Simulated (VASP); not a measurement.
Wanted: the native input for a VASP 6.6.1 run.

```
Task                   : single point
Functional             : PBE
Potentials or basis    : VASP PAW PBE potentials, release 64 (Zn, S)
Cutoff                 : 520 eV
k mesh                 : 12 × 12 × 6
Occupations            : fermi-dirac, width 0.02 eV
Spin                   : no spin polarisation
Dipole correction      : no
Further INCAR settings : ALGO = Normal; EDIFF = 1e-07; NBANDS = 26
```

The structure of ZnS lies in POSCAR:

```
ZnS
1.0
    3.8109987816      0.0000000000      0.0000000000
   -1.9054993908      3.3004217586      0.0000000000
    0.0000000000      0.0000000000      6.2340000000
Zn S
2 2
Direct
    0.3333333333      0.6666666667      0.0962463908
    0.6666666667      0.3333333333      0.5000000000
    0.3333333333      0.6666666667      0.3850000000
    0.6666666667      0.3333333333      0.8850000000
```

This cell differs from its parent crystal: atom 1 (Zn) moved by (+0.000, +0.600) A along x and z.

These files were run (other wordings do the same):

INCAR

```
SYSTEM = ZnS
ALGO     = Normal         ! electronic algorithm
EDIFF    = 1E-7           ! SCF threshold, eV
ENCUT    = 520            ! plane-wave cutoff, eV
GGA      = PE             ! functional
ISIF     = 2              ! what is computed and relaxed
ISMEAR   = -1             ! smearing method
LASPH    = .TRUE.         ! aspherical terms in the spheres
LCHARG   = .FALSE.        ! write CHGCAR
LREAL    = .FALSE.        ! projectors in reciprocal space
LWAVE    = .FALSE.        ! write WAVECAR
NBANDS   = 26             ! bands
NELM     = 80             ! most SCF steps
PREC     = Accurate       ! precision mode
SIGMA    = 0.02           ! smearing width, eV
```

KPOINTS

```
k-points
0
G
  12 12 6
  0 0 0
```

Potentials or basis: VASP PAW PBE potentials, release 64 (Zn, S).

The run is started by

```sh
$ cat potpaw_PBE.64/Zn/POTCAR potpaw_PBE.64/S/POTCAR > POTCAR
$ mpirun -np 1 vasp_std > vasp.out
```

Results of the run:

```
Pressure               : 12.5 GPa
Largest force          : 12.947 eV/Å
Band gap on the k mesh : 1.22 eV
```

Caveat: the cell differs from its parent crystal (atom 1 (Zn) moved by (+0.000, +0.600) A along x and z); the cell stands under pressure; forces of over 1 eV/Å act on the atoms, so gaps and moduli don't describe the material at rest.

It took 75 s on 1 thread of Intel(R) Xeon(R) 6975P-C (Granite Rapids) (shared host), peak memory 0.3 GiB.
